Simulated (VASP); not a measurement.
# GaN in VASP: single point with PBE

Aim: the single point of GaN with PBE.

Everything below comes from runs of VASP 6.6.1. Logs are shortened: lines on timing, memory, paths and dates and some standing lists are left out, and cuts for length are marked.

## 1. The cell of the first run

The cell holds a slab with vacuum, 6 atoms: a = 3.217 Å, b = 3.217 Å, c = 19.686 Å, α = 90.00°, β = 90.00°, γ = 90.00°.

## 2. Single point, PBE

Contents of INCAR:

```
  PREC = Accurate
  ENCUT = 520
  EDIFF = 1E-7
  ISMEAR = 0
  SIGMA = 0.05
  LREAL = F
  LASPH = T
  NELM = 100
  ALGO = Normal
  ISIF = 2
  LWAVE = F
  LCHARG = F
  LDIPOL = T
  IDIPOL = 3
  DIPOL = 0.5 0.5 0.500
  GGA = PE
  NBANDS = 36
```

Contents of KPOINTS:

```
Automatic mesh
0
Gamma
  8 8 1
```

Contents of POSCAR:

```
GaN
1.0
    3.2165072845      0.0000000000      0.0000000000
    0.0000000000      3.2165072845      0.0000000000
    0.0000000000      0.0000000000     19.6860352815
N Ga
3 3
Direct
    0.0000000000      0.5000000000      0.3555820103
    0.5000000000      0.0000000000      0.4711164021
    0.0000000000      0.5000000000      0.5867875309
    0.5000000000      0.5000000000      0.4133492062
    0.0000000000      0.0000000000      0.5265325052
    0.5000000000      0.5000000000      0.6461335209
```

Potentials or basis: VASP PAW PBE potentials, release 64 (N, Ga_d).

The run is started by

```
$ cat potpaw_PBE.64/N/POTCAR potpaw_PBE.64/Ga_d/POTCAR > POTCAR
$ mpirun -np 1 vasp_std > vasp.out
```

OUTCAR:

```text
PREC = Accurate
   ENCUT = 520
   EDIFF = 1E-7
   ISMEAR = 0
   LREAL = F
   LASPH = T
   NELM = 100
   ISIF = 2
   GGA = PE

 ion  position               nearest neighbor table
   1  0.000  0.500  0.356-   4 1.97   4 1.97
   2  0.500  0.000  0.471-   5 1.94   5 1.94   4 1.97   4 1.97
   3  0.000  0.500  0.587-   6 1.99   6 1.99   5 2.00   5 2.00
   4  0.500  0.500  0.413-   2 1.97   2 1.97   1 1.97   1 1.97
   5  0.000  0.000  0.527-   2 1.94   2 1.94   3 2.00   3 2.00
   6  0.500  0.500  0.646-   3 1.99   3 1.99

  LATTYP: Found a simple tetragonal cell.
 ALAT       =     3.2165072845
 C/A-ratio  =     6.1203142229

  Lattice vectors:

 A1 = (   3.2165072845,   0.0000000000,   0.0000000000)
 A2 = (   0.0000000000,   3.2165072845,   0.0000000000)
 A3 = (   0.0000000000,   0.0000000000,  19.6860352815)

Analysis of symmetry for initial positions (statically):
=====================================================================
 Subroutine PRICEL returns:
 Original cell was already a primitive cell.

 Routine SETGRP: Setting up the symmetry group for a
 simple tetragonal supercell.

 Subroutine GETGRP returns: Found  4 space group operations
 (whereof  4 operations were pure point group operations)
 out of a pool of 16 trial point group operations.

The static configuration has the point symmetry C_2v.

Analysis of symmetry for dynamics (positions and initial velocities):
=====================================================================
 Subroutine PRICEL returns:
 Original cell was already a primitive cell.

 Routine SETGRP: Setting up the symmetry group for a
 simple tetragonal supercell.

 Subroutine GETGRP returns: Found  4 space group operations
 (whereof  4 operations were pure point group operations)
 out of a pool of 16 trial point group operations.

The dynamic configuration has the point symmetry C_2v.

 Subroutine INISYM returns: Found  4 space group operations
 (whereof  4 operations are pure point group operations),
 and found     1 'primitive' translations

----------------------------------------------------------------------------------------

                                     Primitive cell

  volume of cell :     203.6701

  direct lattice vectors                    reciprocal lattice vectors
     3.216507285  0.000000000  0.000000000     0.310896234  0.000000000  0.000000000
     0.000000000  3.216507285  0.000000000     0.000000000  0.310896234  0.000000000
     0.000000000  0.000000000 19.686035282     0.000000000  0.000000000  0.050797430

  length of vectors
     3.216507285  3.216507285 19.686035282     0.310896234  0.310896234  0.050797430

  position of ions in fractional coordinates (direct lattice)
     0.000000000  0.500000000  0.355582010
     0.500000000  0.000000000  0.471116402
     0.000000000  0.500000000  0.586787531
     0.500000000  0.500000000  0.413349206
     0.000000000  0.000000000  0.526532505
     0.500000000  0.500000000  0.646133521

  ion indices of the primitive-cell ions
   primitive index   ion index
                 1           1
                 2           2
                 3           3
                 4           4
                 5           5
                 6           6

----------------------------------------------------------------------------------------

 KPOINTS: Automatic mesh

Automatic generation of k-mesh.
 Grid dimensions read from file:
 generate k-points for:    8    8    1

 Generating k-lattice:

  Cartesian coordinates                     Fractional coordinates (reciprocal lattice)
     0.038862029  0.000000000  0.000000000     0.125000000  0.000000000  0.000000000
     0.000000000  0.038862029  0.000000000     0.000000000  0.125000000  0.000000000
     0.000000000  0.000000000  0.050797430     0.000000000  0.000000000  1.000000000

  Length of vectors
     0.038862029  0.038862029  0.050797430

  Shift w.r.t. Gamma in fractional coordinates (k-lattice)
     0.000000000  0.000000000  0.000000000

 Subroutine IBZKPT returns following result:
 ===========================================

 Found     25 irreducible k-points:

 Following reciprocal coordinates:
            Coordinates               Weight
  0.000000  0.000000  0.000000      1.000000
  0.125000  0.000000  0.000000      2.000000
  0.000000  0.125000  0.000000      2.000000
  0.250000  0.000000  0.000000      2.000000
  0.000000  0.250000  0.000000      2.000000
  0.375000  0.000000  0.000000      2.000000
[... 16 lines left out ...]
  0.500000  0.375000  0.000000      2.000000
 -0.375000  0.500000  0.000000      2.000000
   k-points           NKPTS =     25   k-points in BZ     NKDIM =     25   number of bands    NBANDS=     36
   number of dos      NEDOS =    301   number of ions     NIONS =      6
   total plane-waves  NPLWV =  86400
   dimension x,y,z NGX =    24 NGY =   24 NGZ =  150
   dimension x,y,z NGXF=    48 NGYF=   48 NGZF=  300
   ions per type =               3   3
   NGX,Y,Z   is equivalent  to a cutoff of  12.40, 12.40, 12.67 a.u.
   NGXF,Y,Z  is equivalent  to a cutoff of  24.81, 24.81, 25.33 a.u.
 SYSTEM =  unknown system
   PREC   = accura    normal or accurate (medium, high low for compatibility)
   ISTART =      0    job   : 0-new  1-cont  2-samecut
   ICHARG =      2    charge: 1-file 2-atom 10-const
   ISPIN  =      1    spin polarized calculation?
   LNONCOLLINEAR =      F non collinear calculations
   LSORBIT =      F    spin-orbit coupling
   LASPH  =      T    aspherical Exc in radial PAW
   ENCUT  =  520.0 eV  38.22 Ry    6.18 a.u.   5.98  5.98 36.60*2*pi/ulx,y,z
   NELM   =    100;   NELMIN=  2; NELMDL= -5     # of ELM steps
   EDIFF  = 0.1E-06   stopping-criterion for ELM
   LREAL  =      F    real-space projection
   EDIFFG = 0.1E-05   stopping-criterion for IOM
   NSW    =      0    number of steps for IOM
   IBRION =     -1    ionic relax: 0-MD 1-quasi-New 2-CG
   NFREE  =      0    steps in history (QN), initial steepest desc. (CG)
   ISIF   =      2    stress and relaxation
   ISYM   =      2    0-nonsym 1-usesym 2-fastsym
   POTIM  = 0.5000    time-step for ionic-motion
   TEBEG  =    0.0;   TEEND  =   0.0 temperature during run
   PSTRESS=    0.0 pullay stress
   NELECT =      54.0000    total number of electrons
   NUPDOWN=      -1.0000    fix difference up-down
   EMIN   =  10.00;   EMAX   =-10.00  energy-range for DOS
   EFERMI =   0.00;   METHOD = LEGACY
   ISMEAR =     0;   SIGMA  =   0.05  broadening in eV -4-tet -1-fermi 0-gaus
   EFERMI_NEDOS =   21; number of points for ismear=-14 and -15
   IALGO  =     38    algorithm
   IMIX   =      4    mixing-type and parameters
     AMIX     =   0.40;   BMIX     =  1.00
     AMIX_MAG =   1.60;   BMIX_MAG =  1.00
  volume/ion in A,a.u.               =      33.95       229.07
  Fermi-wavevector in a.u.,A,eV,Ry     =   1.051712  1.987448 15.049389  1.106099
  Thomas-Fermi vector in A             =   2.186766
   LORBIT       =      0    0 simple, 1 ext, 2 COOP (PROOUT), +10 PAW based schemes
   GGA     = PE    functional components
   LHFCALC =     F    Hartree Fock is set to
   AEXX    =    0.0000 exact exchange contribution
   IVDW    =     0    specifies the selected vdW correction
   LEPSILON=     F    determine dielectric tensor
   LRPA    =     F    only Hartree local field effects (RPA)
 non-spin polarized calculation
 Gauss-broadening in eV      SIGMA  =   0.05
  energy-cutoff  :      520.00
  volume of cell :      203.67
 maximum number of plane-waves:      5544
   NGX = 11   NGY = 11   NGZ = 73

 dipolmoment           0.000000      0.000000      0.014564 electrons x Angstroem

 number of electron      53.9999996 magnetization

 dipolmoment           0.000000      0.000000     -0.187270 electrons x Angstroem

 Free energy of the ion-electron system (eV)
  ---------------------------------------------------
  ext. energy  EPLUGINS =         0.00000000
  ---------------------------------------------------
  free energy    TOTEN  =       -31.08043858 eV

  energy without entropy =      -31.07365743  energy(sigma->0) =      -31.07704800

 E-fermi :  -2.4175     XC(G=0):  -4.9908

 val. band max:       -2.4536898096   @ k =   0.1250   0.0000   0.0000
 cond. band min:      -2.3985247911   @ k =   0.0000   0.0000   0.0000
 fundamental gap:      0.0551650185
 Fermi energy:        -2.4174512020

 k-point     1 :       0.0000    0.0000    0.0000
  band No.  band energies     occupation
      1     -18.5125      2.00000
      2     -18.0125      2.00000
      3     -16.8533      2.00000
      4     -16.8356      2.00000
      5     -16.8282      2.00000
      6     -16.7856      2.00000
[... 28 lines left out ...]
     35       5.5079      0.00000
     36       5.5663      0.00000

 k-point     2 :       0.1250    0.0000    0.0000
  band No.  band energies     occupation
      1     -18.4409      2.00000
      2     -17.9948      2.00000
      3     -16.9131      2.00000
      4     -16.8335      2.00000
      5     -16.7804      2.00000
      6     -16.7708      2.00000
[... 28 lines left out ...]
     35       5.3224      0.00000
     36       5.5521      0.00000

 k-point     3 :       0.0000    0.1250    0.0000
  band No.  band energies     occupation
      1     -18.4401      2.00000
      2     -17.9950      2.00000
      3     -16.8430      2.00000
      4     -16.8313      2.00000
      5     -16.8269      2.00000
      6     -16.7801      2.00000
[... 28 lines left out ...]
     35       4.8039      0.00000
     36       5.9329      0.00000

 k-point     4 :       0.2500    0.0000    0.0000
  band No.  band energies     occupation
      1     -18.2859      2.00000
      2     -17.9568      2.00000
      3     -16.9486      2.00000
      4     -16.8287      2.00000
      5     -16.7917      2.00000
      6     -16.7312      2.00000
[... 28 lines left out ...]
     35       5.4708      0.00000
     36       5.6260      0.00000

 k-point     5 :       0.0000    0.2500    0.0000
  band No.  band energies     occupation
      1     -18.2767      2.00000
      2     -17.9519      2.00000
      3     -16.8599      2.00000
      4     -16.8240      2.00000
      5     -16.7923      2.00000
      6     -16.7822      2.00000
[... 655 lines left out ...]
 k-point    22 :       0.3750    0.3750    0.0000
  band No.  band energies     occupation
      1     -18.0273      2.00000
      2     -17.7700      2.00000
      3     -16.8737      2.00000
      4     -16.8661      2.00000
      5     -16.8546      2.00000
      6     -16.6733      2.00000
[... 28 lines left out ...]
     35       5.5378      0.00000
     36       5.9859      0.00000

 k-point    23 :       0.5000    0.3750    0.0000
  band No.  band energies     occupation
      1     -18.0169      2.00000
      2     -17.7570      2.00000
      3     -16.8799      2.00000
      4     -16.8646      2.00000
      5     -16.8556      2.00000
      6     -16.6501      2.00000
[... 28 lines left out ...]
     35       5.5630      0.00000
     36       6.2123      0.00000

 k-point    24 :      -0.3750    0.5000    0.0000
  band No.  band energies     occupation
      1     -18.0108      2.00000
      2     -17.7457      2.00000
      3     -16.8810      2.00000
      4     -16.8620      2.00000
      5     -16.8522      2.00000
      6     -16.6724      2.00000
[... 28 lines left out ...]
     35       5.2603      0.00000
     36       6.2527      0.00000

 [... further k-points ...]

------------------------ aborting loop because EDIFF is reached ----------------------------------------

 vacuum level on the upper side and lower side of the slab       (xc-potential included)        -1.659         1.556

  FORCE on cell =-STRESS in cart. coord.  units (eV):
  Direction    XX          YY          ZZ          XY          YZ          ZX
  --------------------------------------------------------------------------------------
  -------------------------------------------------------------------------------------
  Total       -0.1332634     -1.5241005     -0.8398287      0.0000000      0.0000000      0.0000000
  in kB       -1.0483207    -11.9893832     -6.6065381      0.0000000      0.0000000      0.0000000
  external PRESSURE =      -6.5480807 kB  Pullay stress =       0.0000000 kB

 VOLUME and BASIS-vectors are now :
 -----------------------------------------------------------------------------
  energy-cutoff  :      520.00
  volume of cell :      203.67
      direct lattice vectors                 reciprocal lattice vectors
     3.216507285  0.000000000  0.000000000     0.310896234  0.000000000  0.000000000
     0.000000000  3.216507285  0.000000000     0.000000000  0.310896234  0.000000000
     0.000000000  0.000000000 19.686035282     0.000000000  0.000000000  0.050797430

 POSITION                                       TOTAL-FORCE (eV/Angst)
 -----------------------------------------------------------------------------------
      0.00000      1.60825      7.00000         0.000000      0.000000      1.444082
      1.60825      0.00000      9.27441         0.000000      0.000000      0.697151
      0.00000      1.60825     11.55152         0.000000      0.000000     -0.004938
      1.60825      1.60825      8.13721         0.000000      0.000000     -2.142290
      0.00000      0.00000     10.36534         0.000000      0.000000     -0.009456
      1.60825      1.60825     12.71981         0.000000      0.000000      0.015451
 -----------------------------------------------------------------------------------
    total drift:                                0.000000     -0.000000     -0.001806

  FREE ENERGIE OF THE ION-ELECTRON SYSTEM (eV)
  ---------------------------------------------------
  free  energy   TOTEN  =       -31.0804385781 eV

  energy  without entropy=      -31.0736574281  energy(sigma->0) =      -31.07704800

 vacuum level on the upper side and lower side of the slab         2.551         5.858
```

Run time: 4.5 min. Hardware: 1 thread of Intel Xeon Platinum 8488C (Sapphire Rapids), shared host; peak memory 0.36 GiB.

What came out:

```
Free energy   : -31.0804 eV
Largest force : 2.142 eV/Å
```

Forces in eV/Å, atoms in the order of the input:
```
N    0.000  0.000  1.444
N    0.000  0.000  0.697
N    0.000  0.000 -0.005
Ga   0.000  0.000 -2.142
Ga   0.000  0.000 -0.009
Ga   0.000  0.000  0.015
```

Levels at points of the mesh, in eV from the Fermi level:
```
           k point  band 25  band 26  band 27  band 28  band 29  band 30
(0.00, 0.00, 0.00)    -1.54    -0.04     0.02     0.76     2.25     3.24
(0.50, 0.00, 0.00)    -1.47    -0.55    -0.46     1.01     3.18     5.20
(0.00, 0.50, 0.00)    -0.85    -0.23    -0.12     0.56     0.70     5.07
(0.50, 0.50, 0.00)    -2.55    -0.65    -0.59     0.35     1.17     4.01
```
